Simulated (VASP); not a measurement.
# Ba2YAs6Ru (Fm-3m) in VASP: single point with r2SCAN

Aim: the single point of Ba2YAs6Ru with r2SCAN.

All numbers are computed with VASP 6.6.1; they aren't measurements. Logs are shortened: lines on timing, memory, paths and dates and some standing lists are left out, and cuts for length are marked.

### Step 1. The cell of the first run

Symmetry: Fm-3m, No. 225, cubic system. The conventional cell has a = 9.689 Å, b = 9.689 Å, c = 9.689 Å, α = 90.00°, β = 90.00°, γ = 90.00°. As (site symmetry 4mm) has 1 Ru at 2.27 Å and 1 Y at 2.57 Å within 3.0 Å. Ba (site symmetry -43m) has 12 As at 3.43 Å and 4 Y at 4.20 Å and 4 Ru at 4.20 Å within 4.5 Å. Y (site symmetry m-3m) has 6 As at 2.57 Å within 3.4 Å. Within 3.0 Å of Ru (site symmetry m-3m) lie 6 As at 2.27 Å.

### Step 2. Single point, r2SCAN

File POSCAR:

```
Ba2YAs6Ru
1.0
    0.0000000000      4.8445900000      4.8445900000
    4.8445900000      0.0000000000      4.8445900000
    4.8445900000      4.8445900000      0.0000000000
As Ba Y Ru
6 2 1 1
Direct
    0.7343000000      0.2657000000      0.2657000000
    0.2657000000      0.7343000000      0.2657000000
    0.2657000000      0.7343000000      0.7343000000
    0.7343000000      0.2657000000      0.7343000000
    0.2657000000      0.2657000000      0.7343000000
    0.7343000000      0.7343000000      0.2657000000
    0.2500000000      0.2500000000      0.2500000000
    0.7500000000      0.7500000000      0.7500000000
    0.0000000000      0.0000000000      0.0000000000
    0.5000000000      0.5000000000      0.5000000000
```

File INCAR.step1:

```
PREC     = Accurate       # precision mode
ENCUT    = 520            # plane-wave cutoff, eV
ISMEAR   = 1              # smearing method
SIGMA    = 0.1108         # smearing width, eV
LREAL    = False          # projectors in reciprocal space
LASPH    = True           # aspherical terms in the spheres
NELM     = 80             # most SCF steps
NBANDS   = 48             # bands
GGA      = PE             # functional
ALGO     = Normal         # electronic algorithm
EDIFF    = 1E-4           # SCF threshold, eV
LWAVE    = True           # write WAVECAR
LCHARG   = False          # write CHGCAR
```

File INCAR.step2:

```
PREC     = Accurate       # precision mode
ENCUT    = 520            # plane-wave cutoff, eV
EDIFF    = 1E-7           # SCF threshold, eV
ISMEAR   = 1              # smearing method
SIGMA    = 0.1108         # smearing width, eV
LREAL    = False          # projectors in reciprocal space
LASPH    = True           # aspherical terms in the spheres
NELM     = 80             # most SCF steps
ALGO     = Normal         # electronic algorithm
ISIF     = 2              # what is computed and relaxed
LWAVE    = False          # write WAVECAR
LCHARG   = True           # write CHGCAR
METAGGA  = R2SCAN         # meta-GGA
LMIXTAU  = True         
LELF     = True           # ELF
LVHAR    = True         
NBANDS   = 48             # bands
ISTART   = 1
```

File KPOINTS:

```
Automatic mesh
0
Gamma
  6 6 6
```

Potentials or basis: VASP PAW PBE potentials, release 64 (As, Ba_sv, Y_sv, Ru_pv).

The run is started by

```
cat potpaw_PBE.64/As/POTCAR potpaw_PBE.64/Ba_sv/POTCAR potpaw_PBE.64/Y_sv/POTCAR potpaw_PBE.64/Ru_pv/POTCAR > POTCAR
cp INCAR.step1 INCAR
mpirun -np 1 vasp_std > vasp.out
cp INCAR.step2 INCAR
mpirun -np 1 vasp_std > vasp.out
```

OUTCAR:

```text
PREC = Accurate
   ENCUT = 520
   EDIFF = 1E-7
   ISMEAR = 1
   LREAL = False
   LASPH = True
   NELM = 80
   ISIF = 2
   METAGGA = R2SCAN
   ISTART = 1

 ion  position               nearest neighbor table
   1  0.734  0.266  0.266-  10 2.27   9 2.57   7 3.43   7 3.43   8 3.43   8 3.43
   2  0.266  0.734  0.266-  10 2.27   9 2.57   7 3.43   7 3.43   8 3.43   8 3.43
   3  0.266  0.734  0.734-  10 2.27   9 2.57   8 3.43   7 3.43   7 3.43   8 3.43
   4  0.734  0.266  0.734-  10 2.27   9 2.57   8 3.43   7 3.43   7 3.43   8 3.43
   5  0.266  0.266  0.734-  10 2.27   9 2.57   7 3.43   7 3.43   8 3.43   8 3.43
   6  0.734  0.734  0.266-  10 2.27   9 2.57   8 3.43   7 3.43   7 3.43   8 3.43
   7  0.250  0.250  0.250-   1 3.43   2 3.43   5 3.43   3 3.43   4 3.43   5 3.43   2 3.43   3 3.43
                             6 3.43   1 3.43   4 3.43   6 3.43   9 4.20   9 4.20   9 4.20   9 4.20
   8  0.750  0.750  0.750-   2 3.43   3 3.43   5 3.43   1 3.43   4 3.43   5 3.43   1 3.43   2 3.43
                             6 3.43   3 3.43   4 3.43   6 3.43   9 4.20   9 4.20   9 4.20   9 4.20
   9  0.000  0.000  0.000-   1 2.57   2 2.57   3 2.57   4 2.57   5 2.57   6 2.57   8 4.20   8 4.20
                             8 4.20   7 4.20   8 4.20   7 4.20   7 4.20   7 4.20
  10  0.500  0.500  0.500-   1 2.27   2 2.27   3 2.27   4 2.27   5 2.27   6 2.27

  LATTYP: Found a face centered cubic cell.
 ALAT       =     9.6891800000

  Lattice vectors:

 A1 = (   0.0000000000,   4.8445900000,   4.8445900000)
 A2 = (   4.8445900000,   0.0000000000,   4.8445900000)
 A3 = (   4.8445900000,   4.8445900000,   0.0000000000)

Analysis of symmetry for initial positions (statically):
=====================================================================
 Subroutine PRICEL returns:
 Original cell was already a primitive cell.

 Routine SETGRP: Setting up the symmetry group for a
 face centered cubic supercell.

 Subroutine GETGRP returns: Found 48 space group operations
 (whereof 48 operations were pure point group operations)
 out of a pool of 48 trial point group operations.

The static configuration has the point symmetry O_h .

Analysis of symmetry for dynamics (positions and initial velocities):
=====================================================================
 Subroutine PRICEL returns:
 Original cell was already a primitive cell.

 Routine SETGRP: Setting up the symmetry group for a
 face centered cubic supercell.

 Subroutine GETGRP returns: Found 48 space group operations
[... 119 lines left out ...]
   TEBEG  =    0.0;   TEEND  =   0.0 temperature during run
   PSTRESS=    0.0 pullay stress
   NELECT =      75.0000    total number of electrons
   NUPDOWN=      -1.0000    fix difference up-down
   EMIN   =  10.00;   EMAX   =-10.00  energy-range for DOS
   EFERMI =   0.00;   METHOD = LEGACY
   ISMEAR =     1;   SIGMA  =   0.11  broadening in eV -4-tet -1-fermi 0-gaus
   EFERMI_NEDOS =   21; number of points for ismear=-14 and -15
   IALGO  =     38    algorithm
   IMIX   =      4    mixing-type and parameters
     AMIX     =   0.40;   BMIX     =  1.00
     AMIX_MAG =   1.60;   BMIX_MAG =  1.00
  volume/ion in A,a.u.               =      22.74       153.46
  Fermi-wavevector in a.u.,A,eV,Ry     =   1.131084  2.137439 17.406630  1.279351
  Thomas-Fermi vector in A             =   2.267782
   LORBIT       =      0    0 simple, 1 ext, 2 COOP (PROOUT), +10 PAW based schemes
   METAGGA = R2SCAN    functional components
   LHFCALC =     F    Hartree Fock is set to
   AEXX    =    0.0000 exact exchange contribution
   IVDW    =     0    specifies the selected vdW correction
   LEPSILON=     F    determine dielectric tensor
   LRPA    =     F    only Hartree local field effects (RPA)
 non-spin polarized calculation
 Methfessel and Paxton  Order N= 1 SIGMA  =   0.11
  energy-cutoff  :      520.00
  volume of cell :      227.41
 maximum number of plane-waves:      6183
 NGX is ok and might be reduce to    54
   NGX = 25   NGY = 25   NGZ = 25

 number of electron      75.0000003 magnetization

 Free energy of the ion-electron system (eV)
  ---------------------------------------------------
  ext. energy  EPLUGINS =         0.00000000
  ---------------------------------------------------
  free energy    TOTEN  =      -190.06019158 eV

  energy without entropy =     -190.06620173  energy(sigma->0) =     -190.06219496

 E-fermi :   5.1383     XC(G=0): -10.8267

 val. band max:        5.0976817110   @ k =  -0.3333   0.3333   0.0000
 cond. band min:       5.1639945384   @ k =  -0.3333   0.1667   0.0000
 fundamental gap:      0.0663128274
 Fermi energy:         5.1383141909

 k-point     1 :       0.0000    0.0000    0.0000
  band No.  band energies     occupation
      1     -39.5106      2.00000
      2     -39.5106      2.00000
      3     -39.5106      2.00000
      4     -37.8417      2.00000
      5     -23.2472      2.00000
      6     -23.2240      2.00000
[... 805 lines left out ...]
     47       9.4185      0.00000
     48       9.6825      0.00000

------------------------ aborting loop because EDIFF is reached ----------------------------------------

  FORCE on cell =-STRESS in cart. coord.  units (eV):
  Direction    XX          YY          ZZ          XY          YZ          ZX
  --------------------------------------------------------------------------------------
  -------------------------------------------------------------------------------------
  Total       24.8641135     24.8641135     24.8641135      0.0000000      0.0000000      0.0000000
  in kB      175.1791767    175.1791767    175.1791767      0.0000000      0.0000000      0.0000000
  external PRESSURE =     175.1791767 kB  Pullay stress =       0.0000000 kB

 VOLUME and BASIS-vectors are now :
 -----------------------------------------------------------------------------
  energy-cutoff  :      520.00
  volume of cell :      227.41
      direct lattice vectors                 reciprocal lattice vectors
     0.000000000  4.844590000  4.844590000    -0.103207908  0.103207908  0.103207908
     4.844590000  0.000000000  4.844590000     0.103207908 -0.103207908  0.103207908
     4.844590000  4.844590000  0.000000000     0.103207908  0.103207908 -0.103207908

 POSITION                                       TOTAL-FORCE (eV/Angst)
 -----------------------------------------------------------------------------------
      2.57442      4.84459      4.84459        -1.435365      0.000000     -0.000000
      4.84459      2.57442      4.84459         0.000000     -1.435365     -0.000000
      7.11476      4.84459      4.84459         1.435365      0.000000     -0.000000
      4.84459      7.11476      4.84459         0.000000      1.435365     -0.000000
      4.84459      4.84459      2.57442         0.000000      0.000000     -1.435365
      4.84459      4.84459      7.11476         0.000000      0.000000      1.435365
      2.42230      2.42230      2.42230         0.000000      0.000000     -0.000000
      7.26689      7.26689      7.26689        -0.000000      0.000000     -0.000000
      0.00000      0.00000      0.00000         0.000000      0.000000     -0.000000
      4.84459      4.84459      4.84459         0.000000      0.000000     -0.000000
 -----------------------------------------------------------------------------------
    total drift:                                0.000000      0.000000      0.000000

  FREE ENERGIE OF THE ION-ELECTRON SYSTEM (eV)
  ---------------------------------------------------
  free  energy   TOTEN  =      -190.0601915807 eV

  energy  without entropy=     -190.0662017336  energy(sigma->0) =     -190.06219496
```

OSZICAR.step1:

```text
N       E                     dE             d eps       ncg     rms          rms(c)
DAV:   1     0.501478029855E+03    0.50148E+03   -0.35454E+04  1672   0.141E+03
DAV:   2    -0.119487516390E+02   -0.51343E+03   -0.49984E+03  1832   0.302E+02
DAV:   3    -0.490943198618E+02   -0.37146E+02   -0.36218E+02  2024   0.725E+01
DAV:   4    -0.507466009586E+02   -0.16523E+01   -0.16454E+01  2336   0.131E+01
DAV:   5    -0.507737160100E+02   -0.27115E-01   -0.27106E-01  1944   0.180E+00    0.545E+01
DAV:   6    -0.517481063251E+02   -0.97439E+00   -0.23628E+01  1720   0.204E+01    0.277E+01
DAV:   7    -0.524284995160E+02   -0.68039E+00   -0.31213E+01  1760   0.310E+01    0.285E+01
DAV:   8    -0.496447886858E+02    0.27837E+01   -0.14175E+01  1688   0.146E+01    0.346E+00
DAV:   9    -0.496215914394E+02    0.23197E-01   -0.43573E-01  1808   0.242E+00    0.212E+00
DAV:  10    -0.495995415127E+02    0.22050E-01   -0.59386E-02  1872   0.926E-01    0.152E+00
DAV:  11    -0.495980716786E+02    0.14698E-02   -0.23744E-02  1832   0.638E-01    0.701E-01
DAV:  12    -0.495973409432E+02    0.73074E-03   -0.57103E-03  1920   0.273E-01    0.301E-01
DAV:  13    -0.495973346319E+02    0.63113E-05   -0.46409E-04  1616   0.759E-02
   1 F= -.49597335E+02 E0= -.49599188E+02  d E =0.556110E-02
```

It took 21 min on 1 thread of Intel Xeon Platinum 8259CL at 2.50GHz (Skylake/Cascade Lake), shared host; peak memory 0.55 GiB.

Results:

| Property | Result |
| --- | --- |
| Free energy | -190.0602 eV |
| Pressure | 17.5 GPa |
| Largest force | 1.435 eV/Å |
| Band gap on the k mesh | zero (an odd number of electrons rules out a gap without spin polarisation) |

Forces in eV/Å, atoms in the order of the input:
```
As  -1.435  0.000  0.000
As   0.000 -1.435  0.000
As   1.435  0.000  0.000
As   0.000  1.435  0.000
As   0.000  0.000 -1.435
As   0.000  0.000  1.435
Ba   0.000  0.000  0.000
Ba   0.000  0.000  0.000
Y    0.000  0.000  0.000
Ru   0.000  0.000  0.000
```

Levels at points of the mesh, in eV from the Fermi level:
| k point | band 35 | band 36 | band 37 | band 38 | band 39 | band 40 |
| --- | --- | --- | --- | --- | --- | --- |
| (0.00, 0.00, 0.00) | -0.65 | -0.65 | 1.50 | 1.50 | 1.50 | 1.76 |
| (0.50, 0.00, 0.00) | -0.48 | -0.48 | 0.04 | 0.04 | 0.06 | 0.26 |
| (0.50, 0.50, 0.00) | -1.32 | -1.26 | -1.26 | 0.56 | 0.56 | 0.59 |

Caveat: the cell stands under pressure; the PAW data sets were made with another functional, which shifts forces and pressure a little; spin-orbit coupling is left out, which moves the levels of the heavy elements.

The gap in the log of VASP goes by the Fermi energy; the results here count the filled bands.